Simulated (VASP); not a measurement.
Set up this calculation in VASP 6.6.1, as the native input.

- Task: single point
- Functional: r2SCAN
- Potentials or basis: VASP PAW PBE potentials, release 64 (Cl, I, K_sv)
- Cutoff: 520 eV
- k mesh: 6 × 6 × 6
- Occupations: gaussian, width 0.01 eV
- Spin: no spin polarisation
- Dipole correction: no
- Further INCAR settings: ALGO = Normal; EDIFF = 1e-06; NBANDS = 24

Crystal: K2ICl.

```xyz
4
Lattice="2.4505 1.4148 7.7636 -2.4505 1.4148 7.7636 0.0000 -2.8296 7.7636" Properties=species:S:1:pos:R:3 pbc="T T T"
Cl    2.4505    1.4148    7.7636
I     0.0000    0.0000   11.6454
K     0.0000    0.0000    6.0441
K     0.0000    0.0000   17.2467
```

This cell differs from its parent crystal: biaxial xy strain +4.0%.

One way to write it, as run:

POSCAR

```
K2ICl
1.0
    2.4505391433      1.4148194341      7.7636043720
   -2.4505391433      1.4148194341      7.7636043720
    0.0000000000     -2.8296388681      7.7636043720
Cl I K
1 1 2
Direct
    1.0000000000      0.0000000000      0.0000000000
    0.5000000000      0.5000000000      0.5000000000
    0.2595066159      0.2595066159      0.2595066159
    0.7404933841      0.7404933841      0.7404933841
```

INCAR.step1

```
SYSTEM = K2ICl
ALGO = Normal
EDIFF = 1E-4
ENCUT = 520
GGA = PE
ISMEAR = 0
LASPH = .True.
LCHARG = .False.
LREAL = .False.
LWAVE = .True.
NBANDS = 24
NELM = 80
PREC = Accurate
SIGMA = 0.01
```

INCAR.step2

```
SYSTEM = K2ICl
ALGO = Normal
EDIFF = 1E-6
ENCUT = 520
ISIF = 2
ISMEAR = 0
ISTART = 1
LASPH = .True.
LCHARG = .False.
LMIXTAU = .True.
LREAL = .False.
LWAVE = .False.
METAGGA = R2SCAN
NBANDS = 24
NELM = 80
PREC = Accurate
SIGMA = 0.01
```

KPOINTS

```
k-points
0
Gamma
  6 6 6
  0 0 0
```

Potentials or basis: VASP PAW PBE potentials, release 64 (Cl, I, K_sv).

Launch:

```bash
$ cat potpaw_PBE.64/Cl/POTCAR potpaw_PBE.64/I/POTCAR potpaw_PBE.64/K_sv/POTCAR > POTCAR
$ cp INCAR.step1 INCAR
$ mpirun -np 1 vasp_std > vasp.out
$ cp INCAR.step2 INCAR
$ mpirun -np 1 vasp_std > vasp.out
```

It gave:

```yaml
Pressure: -1.0 GPa
Band_gap_on_the_k_mesh: 4.33 eV, direct
```

Caveat: the cell differs from its parent crystal (biaxial xy strain +4.0%); the PAW data sets were made with another functional, which shifts forces and pressure a little; spin-orbit coupling is left out, which moves the levels of the heavy elements.

Wall time 25 min on 1 thread of Intel Xeon 6975P-C, with other jobs on the host, peak memory 0.71 GiB.
